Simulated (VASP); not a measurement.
A run of VASP 6.6.1 is set up as follows.

Contents of INCAR:

```
SYSTEM = Pb
  PREC = Accurate
  ENCUT = 520
  EDIFF = 1E-6
  ISMEAR = 0
  SIGMA = 0.1
  LREAL = .False.
  LASPH = .True.
  NELM = 100
  ALGO = Normal
  ISIF = 2
  LWAVE = .False.
  LCHARG = .False.
  GGA = PE
  NBANDS = 36
```

The input KPOINTS:

```
regular mesh
0
Gamma
  10 10 8
  0 0 0
```

POSCAR

```
Pb
1.0
    2.3766015305     -5.7348146410      0.0000000000
    2.3766015305      5.7348146410      0.0000000000
    0.0000000000      0.0000000000      5.1505040686
Pb
4
Direct
    0.1466827393      0.8533172607     -0.0001366126
    0.6466827393      0.3533172607      0.5001366126
    0.8533172607      0.1466827393      1.0001366126
    0.3533172607      0.6466827393      0.4998633874
```

Potentials or basis: VASP PAW PBE potentials, release 64 (Pb_d).

Launch:

```console
$ cat potpaw_PBE.64/Pb_d/POTCAR > POTCAR
$ mpirun -np 1 vasp_std > vasp.out
```

(1) Estimate the pressure.

(2) Predict the band gap on the k mesh.

Answers

(1) -0.1 GPa.

(2) zero (band 28 reaches 6.68 eV, above the bottom of band 29 at 5.31 eV).

Caveat: spin-orbit coupling is left out, which moves the levels of the heavy elements.
